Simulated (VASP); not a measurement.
# GaAs (F-43m) in VASP: single point with PBE

Aim: the single point of GaAs with PBE.

All numbers are computed with VASP 6.6.1; they aren't measurements. Logs are shortened: lines on timing, memory, paths and dates and some standing lists are left out, and cuts for length are marked.

## (1) The cell of the first run

Symmetry: F-43m, No. 216, cubic system. Conventional cell: a = 5.654 Å, b = 5.654 Å, c = 5.654 Å, α = 90.00°, β = 90.00°, γ = 90.00°. Within 3.2 Å of Ga (site symmetry -43m) lie 4 As at 2.45 Å. As (site symmetry -43m) has 4 Ga at 2.45 Å within 3.2 Å.

## (2) Single point, PBE

INCAR reads:

```
SYSTEM = GaAs
PREC = Accurate ; ENCUT = 520
EDIFF = 1E-7 ; ISMEAR = 0
SIGMA = 0.01 ; LREAL = .FALSE.
LASPH = .TRUE. ; NELM = 80
ALGO = Normal ; ISIF = 2
LWAVE = .FALSE. ; LCHARG = .FALSE.
GGA = PE ; NBANDS = 16
```

KPOINTS reads:

```
Automatic mesh
0
G
  6 6 6
  0 0 0
```

POSCAR reads:

```
GaAs
1.0
    0.0000000000      2.8268500000      2.8268500000
    2.8268500000      0.0000000000      2.8268500000
    2.8268500000      2.8268500000      0.0000000000
Ga As
1 1
Direct
    0.0000000000      0.0000000000      0.0000000000
    0.2500000000      0.2500000000      0.2500000000
```

Potentials or basis: VASP PAW PBE potentials, release 64 (Ga_d, As).

On the command line:

```
> cat potpaw_PBE.64/Ga_d/POTCAR potpaw_PBE.64/As/POTCAR > POTCAR
> mpirun -np 1 vasp_std > vasp.out
```

OUTCAR:

```text
SYSTEM = GaAs
   PREC = Accurate
   ENCUT = 520
   EDIFF = 1E-7
   ISMEAR = 0
   LREAL = .FALSE.
   LASPH = .TRUE.
   NELM = 80
   ISIF = 2
   GGA = PE

 ion  position               nearest neighbor table
   1  0.000  0.000  0.000-   2 2.45   2 2.45   2 2.45   2 2.45
   2  0.250  0.250  0.250-   1 2.45   1 2.45   1 2.45   1 2.45

  LATTYP: Found a face centered cubic cell.
 ALAT       =     5.6537000000

  Lattice vectors:

 A1 = (   0.0000000000,   2.8268500000,   2.8268500000)
 A2 = (   2.8268500000,   0.0000000000,   2.8268500000)
 A3 = (   2.8268500000,   2.8268500000,   0.0000000000)

Analysis of symmetry for initial positions (statically):
=====================================================================
 Subroutine PRICEL returns:
 Original cell was already a primitive cell.

 Routine SETGRP: Setting up the symmetry group for a
 face centered cubic supercell.

 Subroutine GETGRP returns: Found 24 space group operations
 (whereof 24 operations were pure point group operations)
 out of a pool of 48 trial point group operations.

The static configuration has the point symmetry T_d .

Analysis of symmetry for dynamics (positions and initial velocities):
=====================================================================
 Subroutine PRICEL returns:
 Original cell was already a primitive cell.

 Routine SETGRP: Setting up the symmetry group for a
 face centered cubic supercell.

 Subroutine GETGRP returns: Found 24 space group operations
 (whereof 24 operations were pure point group operations)
 out of a pool of 48 trial point group operations.

The dynamic configuration has the point symmetry T_d .

 Subroutine INISYM returns: Found 24 space group operations
 (whereof 24 operations are pure point group operations),
 and found     1 'primitive' translations

----------------------------------------------------------------------------------------

                                     Primitive cell

  volume of cell :      45.1792

  direct lattice vectors                    reciprocal lattice vectors
     0.000000000  2.826850000  2.826850000    -0.176875321  0.176875321  0.176875321
     2.826850000  0.000000000  2.826850000     0.176875321 -0.176875321  0.176875321
     2.826850000  2.826850000  0.000000000     0.176875321  0.176875321 -0.176875321

  length of vectors
[... 71 lines left out ...]
   ENCUT  =  520.0 eV  38.22 Ry    6.18 a.u.   7.43  7.43  7.43*2*pi/ulx,y,z
   NELM   =     80;   NELMIN=  2; NELMDL= -5     # of ELM steps
   EDIFF  = 0.1E-06   stopping-criterion for ELM
   LREAL  =      F    real-space projection
   EDIFFG = 0.1E-05   stopping-criterion for IOM
   NSW    =      0    number of steps for IOM
   IBRION =     -1    ionic relax: 0-MD 1-quasi-New 2-CG
   NFREE  =      0    steps in history (QN), initial steepest desc. (CG)
   ISIF   =      2    stress and relaxation
   ISYM   =      2    0-nonsym 1-usesym 2-fastsym
   POTIM  = 0.5000    time-step for ionic-motion
   TEBEG  =    0.0;   TEEND  =   0.0 temperature during run
   PSTRESS=    0.0 pullay stress
   NELECT =      18.0000    total number of electrons
   NUPDOWN=      -1.0000    fix difference up-down
   EMIN   =  10.00;   EMAX   =-10.00  energy-range for DOS
   EFERMI =   0.00;   METHOD = LEGACY
   ISMEAR =     0;   SIGMA  =   0.01  broadening in eV -4-tet -1-fermi 0-gaus
   EFERMI_NEDOS =   21; number of points for ismear=-14 and -15
   IALGO  =     38    algorithm
   IMIX   =      4    mixing-type and parameters
     AMIX     =   0.40;   BMIX     =  1.00
     AMIX_MAG =   1.60;   BMIX_MAG =  1.00
  volume/ion in A,a.u.               =      22.59       152.44
  Fermi-wavevector in a.u.,A,eV,Ry     =   1.204628  2.276417 19.743799  1.451128
  Thomas-Fermi vector in A             =   2.340347
   LORBIT       =      0    0 simple, 1 ext, 2 COOP (PROOUT), +10 PAW based schemes
   GGA     = PE    functional components
   LHFCALC =     F    Hartree Fock is set to
   AEXX    =    0.0000 exact exchange contribution
   IVDW    =     0    specifies the selected vdW correction
   LEPSILON=     F    determine dielectric tensor
   LRPA    =     F    only Hartree local field effects (RPA)
 non-spin polarized calculation
 Gauss-broadening in eV      SIGMA  =   0.01
  energy-cutoff  :      520.00
  volume of cell :       45.18
 maximum number of plane-waves:      1243
 NGX is ok and might be reduce to    30
   NGX = 15   NGY = 15   NGZ = 15

 number of electron      17.9999995 magnetization

 Free energy of the ion-electron system (eV)
  ---------------------------------------------------
  ext. energy  EPLUGINS =         0.00000000
  ---------------------------------------------------
  free energy    TOTEN  =        -8.22700815 eV

  energy without entropy =       -8.22700815  energy(sigma->0) =       -8.22700815

 E-fermi :   3.9846     XC(G=0):  -9.5833

 val. band max:        3.9406141211   @ k =   0.0000   0.0000   0.0000
 cond. band min:       4.4586490543   @ k =   0.0000   0.0000   0.0000
 fundamental gap:      0.5180349332
 Fermi energy:         3.9846087211

 k-point     1 :       0.0000    0.0000    0.0000
  band No.  band energies     occupation
      1     -10.8783      2.00000
      2     -10.8783      2.00000
      3     -10.8783      2.00000
      4     -10.7994      2.00000
      5     -10.7994      2.00000
      6      -8.7855      2.00000
[... 281 lines left out ...]
      3     -10.8333      2.00000
      4     -10.8142      2.00000
      5     -10.7923      2.00000
      6      -6.2349      2.00000
[... 8 lines left out ...]
     15      16.1482      0.00000
     16      17.2727      0.00000

------------------------ aborting loop because EDIFF is reached ----------------------------------------

  FORCE on cell =-STRESS in cart. coord.  units (eV):
  Direction    XX          YY          ZZ          XY          YZ          ZX
  --------------------------------------------------------------------------------------
  -------------------------------------------------------------------------------------
  Total        0.9741183      0.9741183      0.9741183      0.0000000      0.0000000     -0.0000000
  in kB       34.5449040     34.5449040     34.5449040      0.0000000      0.0000000     -0.0000000
  external PRESSURE =      34.5449040 kB  Pullay stress =       0.0000000 kB

 VOLUME and BASIS-vectors are now :
 -----------------------------------------------------------------------------
  energy-cutoff  :      520.00
  volume of cell :       45.18
      direct lattice vectors                 reciprocal lattice vectors
     0.000000000  2.826850000  2.826850000    -0.176875321  0.176875321  0.176875321
     2.826850000  0.000000000  2.826850000     0.176875321 -0.176875321  0.176875321
     2.826850000  2.826850000  0.000000000     0.176875321  0.176875321 -0.176875321

 POSITION                                       TOTAL-FORCE (eV/Angst)
 -----------------------------------------------------------------------------------
      0.00000      0.00000      0.00000        -0.000000      0.000000      0.000000
      1.41342      1.41342      1.41342         0.000000     -0.000000     -0.000000
 -----------------------------------------------------------------------------------
    total drift:                                0.000002      0.000002      0.000002

  FREE ENERGIE OF THE ION-ELECTRON SYSTEM (eV)
  ---------------------------------------------------
  free  energy   TOTEN  =        -8.2270081475 eV

  energy  without entropy=       -8.2270081475  energy(sigma->0) =       -8.22700815
```

OSZICAR:

```text
N       E                     dE             d eps       ncg     rms          rms(c)
DAV:   1     0.890183870709E+02    0.89018E+02   -0.89942E+03   512   0.152E+03
DAV:   2    -0.106077814252E+01   -0.90079E+02   -0.85999E+02   576   0.328E+02
DAV:   3    -0.827987225729E+01   -0.72191E+01   -0.71968E+01   648   0.694E+01
DAV:   4    -0.838986623563E+01   -0.10999E+00   -0.10998E+00   624   0.954E+00
DAV:   5    -0.839140028416E+01   -0.15340E-02   -0.15340E-02   616   0.104E+00    0.291E+00
DAV:   6    -0.824592731295E+01    0.14547E+00   -0.21443E-01   792   0.799E+00    0.176E+00
DAV:   7    -0.822554625827E+01    0.20381E-01   -0.65597E-02   640   0.184E+00    0.565E-01
DAV:   8    -0.822646795891E+01   -0.92170E-03   -0.10667E-02   616   0.116E+00    0.110E-01
DAV:   9    -0.822688453973E+01   -0.41658E-03   -0.97157E-04   632   0.368E-01    0.505E-02
DAV:  10    -0.822695492396E+01   -0.70384E-04   -0.74900E-05   680   0.899E-02    0.275E-02
DAV:  11    -0.822700757545E+01   -0.52651E-04   -0.73278E-05   584   0.650E-02    0.309E-03
DAV:  12    -0.822700784077E+01   -0.26531E-06   -0.12657E-06   648   0.156E-02    0.148E-03
DAV:  13    -0.822700816073E+01   -0.31996E-06   -0.56928E-07   640   0.534E-03    0.693E-04
DAV:  14    -0.822700814753E+01    0.13195E-07   -0.10375E-08   520   0.113E-03
   1 F= -.82270081E+01 E0= -.82270081E+01  d E =-.307617E-12
```

stdout:

```text
POSCAR found type information on POSCAR GaAs
 POSCAR found :  2 types and       2 ions
 scaLAPACK will be used
 LDA part: xc-table for (Slater+PW92), standard interpolation
 POSCAR, INCAR and KPOINTS ok, starting setup
 FFT: planning ... GRIDC
 FFT: planning ... GRID_SOFT
 FFT: planning ... GRID
 WAVECAR not read
 entering main loop
```

Run time: 16 s. Hardware: 1 thread of Intel Xeon 8259CL, shared host; peak memory 0.17 GiB.

What came out:

| Quantity | Value |
| --- | --- |
| Free energy | -8.2270 eV |
| Pressure | 3.5 GPa |
| Band gap on the k mesh | 0.52 eV, direct |

Levels at points of the mesh, in eV from the valence-band top:
| k point | band 6 | band 7 | band 8 | band 9 | band 10 | band 11 | band 12 | band 13 |
| --- | --- | --- | --- | --- | --- | --- | --- | --- |
| (0.00, 0.00, 0.00) | -12.73 | 0.00 | 0.00 | 0.00 | 0.52 | 3.72 | 3.72 | 3.72 |
| (0.50, 0.00, 0.00) | -10.96 | -6.64 | -1.14 | -1.14 | 1.00 | 4.63 | 4.63 | 7.75 |
| (0.50, 0.50, 0.00) | -10.22 | -6.82 | -2.68 | -2.68 | 1.46 | 1.65 | 10.16 | 10.16 |
